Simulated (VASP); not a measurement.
Input of a VASP 6.6.1 run:

Contents of INCAR:

```
PREC = Accurate
ENCUT = 520
EDIFF = 1E-6
ISMEAR = 0
SIGMA = 0.2
LREAL = F
LASPH = T
NELM = 100
ALGO = Normal
ISIF = 2
LWAVE = F
LCHARG = T
GGA = PE
LELF = T
LVHAR = T
NBANDS = 30
```

The input KPOINTS:

```
regular mesh
0
Gamma
  7 7 3
```

The input POSCAR:

```
Mo3H
1.0
    2.7300056682     -0.0000000026      0.0000000000
   -1.3650028318      2.3642542624      0.0000000000
    0.0000000000      0.0000000000      8.8163653548
H Mo
1 3
Direct
    0.0000000000      0.0000000000      0.0000000000
    0.0000000000      0.0000000000      0.2048001903
    0.0000000000      0.0000000000      0.7951998097
    0.0000000000      0.0000000000      0.5000000000
```

Potentials or basis: VASP PAW PBE potentials, release 64 (H, Mo_sv).

Command:

```console
$ cat potpaw_PBE.64/H/POTCAR potpaw_PBE.64/Mo_sv/POTCAR > POTCAR
$ mpirun -np 1 vasp_std > vasp.out
```

(1) What does it give for the pressure?

(2) Predict the largest force.

Results:

(1) 0.3 GPa.

(2) 0.004 eV/Å.

Caveat: the k points lie up to 0.38 Å⁻¹ apart.
